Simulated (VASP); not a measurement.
# Si in VASP: further runs

Runs on Si. Level: PBE+D3(BJ). Tasks: single point.

Program: VASP 6.6.1. These are calculated values, not measurements. Logs are shortened: lines on timing, memory, paths and dates and some standing lists are left out, and cuts for length are marked.

**1. The cell of the first run**

The cell holds a slab with vacuum, 4 atoms: a = 3.847 Å, b = 3.847 Å, c = 18.445 Å, α = 90.00°, β = 90.00°, γ = 120.00°.

**2. Single point, PBE+D3(BJ)**

Contents of INCAR:

```
SYSTEM = Si
PREC     = Accurate       ! precision mode
ENCUT    = 520            ! plane-wave cutoff, eV
EDIFF    = 1E-7           ! SCF threshold, eV
ISMEAR   = 0              ! smearing method
SIGMA    = 0.1            ! smearing width, eV
LREAL    = .FALSE.        ! projectors in reciprocal space
LASPH    = .TRUE.         ! aspherical terms in the spheres
NELM     = 80             ! most SCF steps
ALGO     = Normal         ! electronic algorithm
ISIF     = 2              ! what is computed and relaxed
LWAVE    = .FALSE.        ! write WAVECAR
LCHARG   = .TRUE.         ! write CHGCAR
LDIPOL   = .TRUE.       
IDIPOL   = 3            
DIPOL    = 0.5 0.5 0.364
GGA      = PE             ! functional
IVDW     = 12             ! dispersion correction
LELF     = .TRUE.         ! ELF
LVHAR    = .TRUE.       
LVACPOTAV= .TRUE.       
NBANDS   = 16             ! bands
```

Contents of KPOINTS:

```
Automatic mesh
0
G
  9 9 1
  0 0 0
```

Contents of POSCAR:

```
Si
1.0
    3.8472023583      0.0000000000      0.0000000000
   -1.9236011791      3.3317749758      0.0000000000
    0.0000000000      0.0000000000     18.4446971457
Si
4
Direct
    0.3333333333      0.6666666667      0.2695814701
    0.6666666667      0.3333333333      0.2439725610
    0.7777777778      0.2222222222      0.4849468156
    1.1111111111     -0.1111111111      0.4593379065
```

Potentials or basis: VASP PAW PBE potentials, release 64 (Si).

Launch:

```
$ cat potpaw_PBE.64/Si/POTCAR > POTCAR
$ mpirun -np 1 vasp_std > vasp.out
```

OUTCAR:

```text
SYSTEM = Si
   PREC = Accurate
   ENCUT = 520
   EDIFF = 1E-7
   ISMEAR = 0
   LREAL = .FALSE.
   LASPH = .TRUE.
   NELM = 80
   ISIF = 2
   GGA = PE
   IVDW = 12
 IVDW          = 12

 ion  position               nearest neighbor table
   1  0.333  0.667  0.270-   2 2.27   2 2.27   2 2.27
   2  0.667  0.333  0.244-   1 2.27   1 2.27   1 2.27
   3  0.778  0.222  0.485-   4 2.27   4 2.27   4 2.27
   4  0.111  0.889  0.459-   3 2.27   3 2.27   3 2.27

  LATTYP: Found a hexagonal cell.
 ALAT       =     3.8472023583
 C/A-ratio  =     4.7943142647

  Lattice vectors:

 A1 = (   3.8472023583,   0.0000000000,   0.0000000000)
 A2 = (  -1.9236011791,   3.3317749758,   0.0000000000)
 A3 = (   0.0000000000,   0.0000000000,  18.4446971457)

Analysis of symmetry for initial positions (statically):
=====================================================================
 Subroutine PRICEL returns:
 Original cell was already a primitive cell.

 Routine SETGRP: Setting up the symmetry group for a
 hexagonal supercell.

 Subroutine GETGRP returns: Found  4 space group operations
 (whereof  2 operations were pure point group operations)
 out of a pool of 24 trial point group operations.

The static configuration has the point symmetry C_1h.
 The point group associated with its full space group is C_2h.

Analysis of symmetry for dynamics (positions and initial velocities):
=====================================================================
 Subroutine PRICEL returns:
 Original cell was already a primitive cell.

 Routine SETGRP: Setting up the symmetry group for a
 hexagonal supercell.

 Subroutine GETGRP returns: Found  4 space group operations
 (whereof  2 operations were pure point group operations)
 out of a pool of 24 trial point group operations.

The dynamic configuration has the point symmetry C_1h.
 The point group associated with its full space group is C_2h.

 Subroutine INISYM returns: Found  4 space group operations
 (whereof  2 operations are pure point group operations),
 and found     1 'primitive' translations

----------------------------------------------------------------------------------------

                                     Primitive cell

  volume of cell :     236.4244

  direct lattice vectors                    reciprocal lattice vectors
     3.847202358  0.000000000  0.000000000     0.259929140  0.150070159  0.000000000
    -1.923601179  3.331774976  0.000000000     0.000000000  0.300140318  0.000000000
     0.000000000  0.000000000 18.444697146     0.000000000  0.000000000  0.054216125

  length of vectors
     3.847202358  3.847202358 18.444697146     0.300140318  0.300140318  0.054216125

  position of ions in fractional coordinates (direct lattice)
     0.333333333  0.666666667  0.269581470
     0.666666667  0.333333333  0.243972561
     0.777777778  0.222222222  0.484946816
     0.111111111  0.888888889  0.459337906

  ion indices of the primitive-cell ions
   primitive index   ion index
                 1           1
                 2           2
                 3           3
                 4           4

----------------------------------------------------------------------------------------

 KPOINTS: Automatic mesh

Automatic generation of k-mesh.
 Grid dimensions read from file:
 generate k-points for:    9    9    1

 Generating k-lattice:

  Cartesian coordinates                     Fractional coordinates (reciprocal lattice)
     0.028881016  0.016674462  0.000000000     0.111111111 -0.000000000  0.000000000
     0.000000000  0.033348924  0.000000000     0.000000000  0.111111111  0.000000000
     0.000000000  0.000000000  0.054216125     0.000000000  0.000000000  1.000000000

  Length of vectors
     0.033348924  0.033348924  0.054216125

  Shift w.r.t. Gamma in fractional coordinates (k-lattice)
     0.000000000  0.000000000  0.000000000

 Subroutine IBZKPT returns following result:
 ===========================================

 Found     25 irreducible k-points:

 Following reciprocal coordinates:
            Coordinates               Weight
  0.000000  0.000000  0.000000      1.000000
  0.111111  0.000000  0.000000      4.000000
 -0.111111  0.111111  0.000000      2.000000
  0.222222 -0.000000  0.000000      4.000000
 -0.222222  0.222222  0.000000      2.000000
  0.333333 -0.000000  0.000000      4.000000
[... 16 lines left out ...]
 -0.222222 -0.444444  0.000000      4.000000
  0.444444  0.333333  0.000000      4.000000
   k-points           NKPTS =     25   k-points in BZ     NKDIM =     25   number of bands    NBANDS=     16
   number of dos      NEDOS =    301   number of ions     NIONS =      4
   total plane-waves  NPLWV = 126000
   dimension x,y,z NGX =    30 NGY =   30 NGZ =  140
   dimension x,y,z NGXF=    60 NGYF=   60 NGZF=  280
   ions per type =               4
   NGX,Y,Z   is equivalent  to a cutoff of  12.96, 12.96, 12.62 a.u.
   NGXF,Y,Z  is equivalent  to a cutoff of  25.93, 25.93, 25.24 a.u.
 SYSTEM =  Si
   PREC   = accura    normal or accurate (medium, high low for compatibility)
   ISTART =      0    job   : 0-new  1-cont  2-samecut
   ICHARG =      2    charge: 1-file 2-atom 10-const
   ISPIN  =      1    spin polarized calculation?
   LNONCOLLINEAR =      F non collinear calculations
   LSORBIT =      F    spin-orbit coupling
   LASPH  =      T    aspherical Exc in radial PAW
   ENCUT  =  520.0 eV  38.22 Ry    6.18 a.u.   7.15  7.15 34.29*2*pi/ulx,y,z
   NELM   =     80;   NELMIN=  2; NELMDL= -5     # of ELM steps
   EDIFF  = 0.1E-06   stopping-criterion for ELM
   LREAL  =      F    real-space projection
   EDIFFG = 0.1E-05   stopping-criterion for IOM
   NSW    =      0    number of steps for IOM
   IBRION =     -1    ionic relax: 0-MD 1-quasi-New 2-CG
   NFREE  =      0    steps in history (QN), initial steepest desc. (CG)
   ISIF   =      2    stress and relaxation
   ISYM   =      2    0-nonsym 1-usesym 2-fastsym
   POTIM  = 0.5000    time-step for ionic-motion
   TEBEG  =    0.0;   TEEND  =   0.0 temperature during run
   PSTRESS=    0.0 pullay stress
   NELECT =      16.0000    total number of electrons
   NUPDOWN=      -1.0000    fix difference up-down
   EMIN   =  10.00;   EMAX   =-10.00  energy-range for DOS
   EFERMI =   0.00;   METHOD = LEGACY
   ISMEAR =     0;   SIGMA  =   0.10  broadening in eV -4-tet -1-fermi 0-gaus
   EFERMI_NEDOS =   21; number of points for ismear=-14 and -15
   IALGO  =     38    algorithm
   IMIX   =      4    mixing-type and parameters
     AMIX     =   0.40;   BMIX     =  1.00
     AMIX_MAG =   1.60;   BMIX_MAG =  1.00
  volume/ion in A,a.u.               =      59.11       398.87
  Fermi-wavevector in a.u.,A,eV,Ry     =   0.667141  1.260713  6.055636  0.445077
  Thomas-Fermi vector in A             =   1.741657
   LORBIT       =      0    0 simple, 1 ext, 2 COOP (PROOUT), +10 PAW based schemes
   GGA     = PE    functional components
   LHFCALC =     F    Hartree Fock is set to
   AEXX    =    0.0000 exact exchange contribution
   IVDW    =    12    specifies the selected vdW correction
   LEPSILON=     F    determine dielectric tensor
   LRPA    =     F    only Hartree local field effects (RPA)
 non-spin polarized calculation
 Gauss-broadening in eV      SIGMA  =   0.10
  energy-cutoff  :      520.00
  volume of cell :      236.42
 maximum number of plane-waves:      6399
 NGX is ok and might be reduce to    30
   NGX = 15   NGY = 15   NGZ = 69

 dipolmoment           0.000000      0.000000      0.000292 electrons x Angstroem

 number of electron      16.0000001 magnetization

 dipolmoment           0.000000      0.000000     -0.000001 electrons x Angstroem

 Free energy of the ion-electron system (eV)
  ---------------------------------------------------
  ext. energy  EPLUGINS =         0.00000000
  ---------------------------------------------------
  free energy    TOTEN  =       -19.18249794 eV

  energy without entropy =      -19.18212603  energy(sigma->0) =      -19.18231198

 E-fermi :  -1.0505     XC(G=0):  -4.1515

 val. band max:       -1.2172777909   @ k =   0.4444   0.3333   0.0000
 cond. band min:      -0.8994584244   @ k =   0.3333   0.3333   0.0000
 fundamental gap:      0.3178193664
 Fermi energy:        -1.0504890434

 k-point     1 :       0.0000    0.0000    0.0000
  band No.  band energies     occupation
      1     -12.2414      2.00000
      2     -12.0190      2.00000
      3      -4.8893      2.00000
      4      -3.5266      2.00000
      5      -2.2552      2.00000
      6      -2.2288      2.00000
[... 8 lines left out ...]
     15       2.1154      0.00000
     16       2.7427      0.00000

 k-point     2 :       0.1111    0.0000    0.0000
  band No.  band energies     occupation
      1     -12.0951      2.00000
      2     -11.8741      2.00000
      3      -4.7742      2.00000
      4      -3.5404      2.00000
      5      -3.2376      2.00000
      6      -3.0169      2.00000
[... 8 lines left out ...]
     15       2.5776      0.00000
     16       2.8580      0.00000

 k-point     3 :      -0.1111    0.1111    0.0000
  band No.  band energies     occupation
      1     -12.0952      2.00000
      2     -11.8739      2.00000
      3      -4.7680      2.00000
      4      -3.5801      2.00000
      5      -3.1731      2.00000
      6      -3.0529      2.00000
[... 8 lines left out ...]
     15       2.6382      0.00000
     16       2.8270      0.00000

 k-point     4 :       0.2222   -0.0000    0.0000
  band No.  band energies     occupation
      1     -11.6616      2.00000
      2     -11.4461      2.00000
      3      -5.1707      2.00000
      4      -4.9343      2.00000
      5      -4.1514      2.00000
      6      -2.9695      2.00000
[... 8 lines left out ...]
     15       3.8768      0.00000
     16       3.9180      0.00000

 k-point     5 :      -0.2222    0.2222    0.0000
  band No.  band energies     occupation
      1     -11.6626      2.00000
      2     -11.4447      2.00000
      3      -5.0825      2.00000
      4      -5.0251      2.00000
      5      -4.1684      2.00000
      6      -3.0000      2.00000
[... 8 lines left out ...]
     15       3.7745      0.00000
     16       3.9227      0.00000

 k-point     6 :       0.3333   -0.0000    0.0000
  band No.  band energies     occupation
      1     -10.9663      2.00000
      2     -10.7656      2.00000
      3      -6.7507      2.00000
      4      -6.5630      2.00000
      5      -3.5460      2.00000
      6      -3.3809      2.00000
[... 8 lines left out ...]
     15       5.0963      0.00000
     16       5.1094      0.00000
[... 267 lines left out ...]
 k-point    21 :      -0.2222    0.4444    0.0000
  band No.  band energies     occupation
      1     -10.5575      2.00000
      2     -10.3570      2.00000
      3      -7.0385      2.00000
      4      -7.0264      2.00000
      5      -4.6074      2.00000
      6      -4.5635      2.00000
[... 8 lines left out ...]
     15       3.8182      0.00000
     16       4.1208      0.00000

 k-point    22 :       0.3333    0.2222    0.0000
  band No.  band energies     occupation
      1      -9.7068      2.00000
      2      -9.5703      2.00000
      3      -8.1722      2.00000
      4      -7.9969      2.00000
      5      -5.1476      2.00000
      6      -5.0241      2.00000
[... 8 lines left out ...]
     15       4.7883      0.00000
     16       5.1361      0.00000

 k-point    23 :      -0.2222   -0.4444    0.0000
  band No.  band energies     occupation
      1      -9.7096      2.00000
      2      -9.5676      2.00000
      3      -8.1169      2.00000
      4      -8.0550      2.00000
      5      -5.1297      2.00000
      6      -5.0374      2.00000
[... 8 lines left out ...]
     15       4.7335      0.00000
     16       5.0308      0.00000

 k-point    24 :       0.4444    0.3333    0.0000
  band No.  band energies     occupation
      1      -9.7310      2.00000
      2      -9.5400      2.00000
      3      -8.1224      2.00000
      4      -8.0571      2.00000
      5      -5.1177      2.00000
      6      -5.0480      2.00000
[... 8 lines left out ...]
     15       4.6922      0.00000
     16       5.1059      0.00000

 [... further k-points ...]

------------------------ aborting loop because EDIFF is reached ----------------------------------------

 Edisp (eV)   -1.04684

 E8    (eV) :    -0.4480

  FORCE on cell =-STRESS in cart. coord.  units (eV):
  Direction    XX          YY          ZZ          XY          YZ          ZX
  --------------------------------------------------------------------------------------
  -------------------------------------------------------------------------------------
  Total      -0.28524    -0.15037    -0.75754     0.11680    -0.08448     0.14633
  in kB      -1.93296    -1.01903    -5.13361     0.79149    -0.57250     0.99160
  external pressure =       -2.70 kB  Pullay stress =        0.00 kB

 VOLUME and BASIS-vectors are now :
 -----------------------------------------------------------------------------
  energy-cutoff  :      520.00
  volume of cell :      236.42
      direct lattice vectors                 reciprocal lattice vectors
     3.847202358  0.000000000  0.000000000     0.259929140  0.150070159  0.000000000
    -1.923601179  3.331774976  0.000000000     0.000000000  0.300140318  0.000000000
     0.000000000  0.000000000 18.444697146     0.000000000  0.000000000  0.054216125

 POSITION                                       TOTAL-FORCE (eV/Angst)
 -----------------------------------------------------------------------------------
     -0.00000      2.22118      4.97235        -0.058185      0.033593      0.198822
      1.92360      1.11059      4.50000         0.012896     -0.007446      0.008978
      2.56480      0.74039      8.94470        -0.012896      0.007446     -0.008978
     -1.28240      2.96158      8.47235         0.058185     -0.033593     -0.198822
 -----------------------------------------------------------------------------------
    total drift:                               -0.000000      0.000000     -0.000010

  FREE ENERGIE OF THE ION-ELECTRON SYSTEM (eV)
  ---------------------------------------------------
  free  energy   TOTEN  =       -20.2293336992 eV

  energy  without entropy=      -20.2289617861  energy(sigma->0) =      -20.22914774

 vacuum level on the upper side and lower side of the slab         3.618         3.618
```

Wall time 90 s (1 thread of AMD EPYC 9R45 (Zen 5), shared host); peak memory 0.33 GiB.

Results:

```
Free energy                : -20.2293 eV
Largest force              : 0.210 eV/Å
Band gap on the k mesh     : 0.32 eV, indirect (least direct gap 0.36 eV)
Dispersion energy per atom : -0.262 eV
```

Forces in eV/Å, atoms in the order of the input:
```
Si  -0.058  0.034  0.199
Si   0.013 -0.007  0.009
Si  -0.013  0.007 -0.009
Si   0.058 -0.034 -0.199
```

Levels at points of the mesh, in eV from the valence-band top:
```csv
k point,band 6,band 7,band 8,band 9,band 10,band 11
"(0.00, 0.00, 0.00)",-1.01,-0.97,-0.94,2.18,2.29,2.49
```

**3. Single point, PBE+D3(BJ)**

Contents of INCAR:

```
SYSTEM = Si
PREC = Accurate ; ENCUT = 520
EDIFF = 1E-6 ; ISMEAR = 0
SIGMA = 0.1 ; LREAL = .FALSE.
LASPH = .TRUE. ; NELM = 100
ALGO = Normal ; ISIF = 2
LWAVE = .FALSE. ; LCHARG = .TRUE.
LDIPOL = .TRUE. ; IDIPOL = 3
DIPOL = 0.5 0.5 0.379 ; GGA = PE
IVDW = 12 ; LELF = .TRUE.
LVHAR = .TRUE. ; LVACPOTAV = .TRUE.
NBANDS = 16
```

Contents of KPOINTS:

```
regular mesh
0
G
  9 9 1
  0 0 0
```

Edit POSCAR of step 2 so:

```diff
@@ -10,3 +10,3 @@
     0.6666666667      0.3333333333      0.2439725610
-    0.7777777778      0.2222222222      0.4849468156
-    1.1111111111     -0.1111111111      0.4593379065
+    0.7777777778      0.2222222222      0.5131392004
+    1.1111111111     -0.1111111111      0.4875302913
```

Potentials or basis: VASP PAW PBE potentials, release 64 (Si).

Launch:

```
$ cat potpaw_PBE.64/Si/POTCAR > POTCAR
$ mpirun -np 1 vasp_std > vasp.out
```

It took 80 s on 1 thread of AMD EPYC 9R45 (Zen 5), shared host; peak memory 0.33 GiB.

Results (log left out):

| Item | Value |
| --- | --- |
| Free energy | -20.1231 eV |
| Largest force | 0.141 eV/Å |
| Band gap on the k mesh | 0.20 eV, direct |
| Dispersion energy per atom | -0.240 eV |

Forces on the atoms (eV/Å):
```
Si  -0.024  0.014  0.139
Si   0.004 -0.002  0.048
Si  -0.004  0.002 -0.048
Si   0.024 -0.014 -0.139
```

Levels at points of the mesh, in eV from the valence-band top:
```tsv
k point	band 6	band 7	band 8	band 9	band 10	band 11
(0.00, 0.00, 0.00)	-1.07	-1.06	-1.05	2.15	2.20	2.32
```
